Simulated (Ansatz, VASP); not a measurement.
# Two plane-wave programs on Mg

```xyz
1
Lattice="-1.7369 1.7369 1.5622 1.7369 -1.7369 1.5622 1.7369 1.7369 -1.5622" Properties=species:S:1:pos:R:3 pbc="T T T"
Mg    0.0000    0.0000    0.0000
```

Alike in both runs: task single point; functional PBEsol; k mesh 18 × 18 × 18; occupations gaussian, width 0.15 eV; no spin polarisation.

```csv
,VASP,Ansatz
version,VASP 6.6.1,Ansatz 0.2.0
potentials or method,"VASP PAW PBE potentials, release 64 (Mg), cutoff 520 eV","scalar-relativistic, plane waves, PAW"
valence electrons in the cell,2,10
```

VASP gave:

| Item | Value |
| --- | --- |
| gap on the k mesh at the Fermi level (eV) | none |
| pressure (GPa) | 9.4 |
| traceless stress, the component that is largest in VASP (GPa) | 1.16 |

Estimate Ansatz's values.

gap on the k mesh at the Fermi level (eV): none; pressure (GPa): 9.3; traceless stress, the component that is largest in VASP (GPa): 1.13.

VASP's potentials were made for PBE, not for PBEsol. A gap of «none» marks a metal or a gap that the smearing closes. VASP's potentials hold 2 valence electrons a cell and Ansatz's 10, so a difference there can come from the potentials and not from the codes.
